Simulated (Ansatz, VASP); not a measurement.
One calculation of Tl, two programs

```
Tl
1.0
     0.00000    3.56555    3.56555
     3.56555    0.00000    3.56555
     3.56555    3.56555    0.00000
Tl
2
Direct
  0.12500 0.12500 0.12500
  0.87500 0.87500 0.87500
```

Alike in both runs: task single point; functional RPBE; k mesh 9 × 9 × 9; occupations fermi-dirac, width 0.1 eV; no spin polarisation.

|  | VASP | Ansatz |
| --- | --- | --- |
| version | VASP 6.6.1 | Ansatz 0.2.0 |
| potentials or method | VASP PAW PBE potentials, release 64 (Tl_d), cutoff 520 eV | plane waves (420 eV) with PAW, scalar-relativistic |
| valence electrons in the cell | 26 | 26 |

|  | VASP | Ansatz | Ansatz less VASP |
| --- | --- | --- | --- |
| pressure (GPa) | 1.1 | 1.1 | +0.04 |

VASP's potentials were made for PBE, not for RPBE.

Neither program's run includes spin-orbit coupling.
